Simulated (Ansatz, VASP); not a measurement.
# One calculation of TePb, two programs

Contents of INCAR:

```
PREC = Accurate ; ENCUT = 600
EDIFF = 1E-6 ; ISMEAR = -1
SIGMA = 0.05 ; LREAL = F
LASPH = T ; NELM = 60
ALGO = Normal ; ISIF = 3
LWAVE = F ; LCHARG = F
GGA = RP ; IBRION = 2
NSW = 80 ; EDIFFG = -0.01
```

The input KPOINTS:

```
regular mesh
0
Gamma
  7 7 7
```

POSCAR

```
TePb
1.0
    0.0000000000      3.2310000000      3.2310000000
    3.2310000000      0.0000000000      3.2310000000
    3.2310000000      3.2310000000      0.0000000000
Pb Te
1 1
Direct
    0.0000000000      0.0000000000      0.0000000000
    0.5000000000      0.5000000000      0.5000000000
```

Contents of input.yaml:

```yaml
crystal:
  lattice:
    - [0.0, 3.231, 3.231]
    - [3.231, 0.0, 3.231]
    - [3.231, 3.231, 0.0]
  atoms:
    - { symbol: Pb, position: [0.0, 0.0, 0.0] }
    - { symbol: Te, position: [0.5, 0.5, 0.5] }
kpoints:
  mp_grid: { grid: [7, 7, 7] }
scf:
  occupations: { method: fermi_dirac, width: 0.05 }
hamiltonian:
  xc: rpbe
  pseudopotentials: { kind: all_electron, lapw: { basis_error: 0.001 } }
output:
  forces: true
  stress: true
relax:
  f_tol: 0.01
  max_steps: 60
  cell: {}
```

Alike in both runs: task relaxation of cell and atoms; functional RPBE; k mesh 7 × 7 × 7; occupations fermi-dirac, width 0.05 eV; no spin polarisation.

```csv
,VASP,Ansatz
version,VASP 6.6.1,Ansatz 0.2.0
potentials or method,"VASP PAW PBE potentials, release 64 (Pb_d, Te), cutoff 600 eV","all-electron LAPW, scalar-relativistic"
```

Ansatz gave:

* relaxed volume (Å³/atom): 36.85
* relaxed cell length with the largest relative difference (Å): 4.706

Q: What did VASP give for the same quantities?

A: Relaxed volume (Å³/atom): 36.79; relaxed cell length with the largest relative difference (Å): 4.704.

VASP's potentials were made for PBE, not for RPBE. Ansatz ran all-electron here, and VASP with PAW potentials.

Spin-orbit coupling is off throughout.
